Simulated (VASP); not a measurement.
**MgS: single point with PBE**

Crystal: MgS.

```xyz
2
Lattice="0.0000 2.5366 2.6016 2.5366 0.0000 2.6016 2.5366 2.5366 0.0000" Properties=species:S:1:pos:R:3 pbc="T T T"
Mg    0.0000    0.0000    0.0000
S     2.5366    2.5366    2.6016
```

This cell differs from its parent crystal: strain -0.025 along x and y, +0.000 along z.

```yaml
Program: VASP 6.6.1
Task: single point
Functional: PBE
Potentials_or_basis: VASP PAW PBE potentials, release 64 (Mg, S)
Cutoff: 520 eV
k_mesh: 8 × 8 × 8
Occupations: gaussian, width 0.05 eV
Spin: no spin polarisation
```

```yaml
Pressure: 5.4 GPa
Band_gap_on_the_k_mesh: 2.77 eV, indirect (least direct gap 4.05 eV)
```

Stress tensor (GPa, compression positive):
```
6.50 0.00 0.00
0.00 6.50 0.00
0.00 0.00 3.12
```

Levels at points of the mesh, in eV from the valence-band top:
```csv
k point,band 1,band 2,band 3,band 4,band 5,band 6,band 7,band 8,band 9
"(0.00, 0.00, 0.00)",-13.03,-0.10,-0.10,0.00,4.05,7.67,7.94,7.94,10.15
"(0.50, 0.00, 0.00)",-11.60,-5.17,-0.76,-0.68,4.54,6.78,7.04,10.61,12.38
"(0.50, 0.50, 0.00)",-11.26,-4.55,-1.79,-1.79,2.92,4.23,12.27,12.86,13.96
"(0.50, 0.00, 0.50)",-11.15,-4.52,-2.02,-1.79,2.77,4.14,12.53,12.90,13.42
```

Run time: 8.2 s on 1 thread of Intel(R) Xeon(R) 6975P-C (Granite Rapids) (shared host), peak memory 0.16 GiB.

Caveat: the cell differs from its parent crystal (strain -0.025 along x and y, +0.000 along z). A k mesh can miss the band edges.
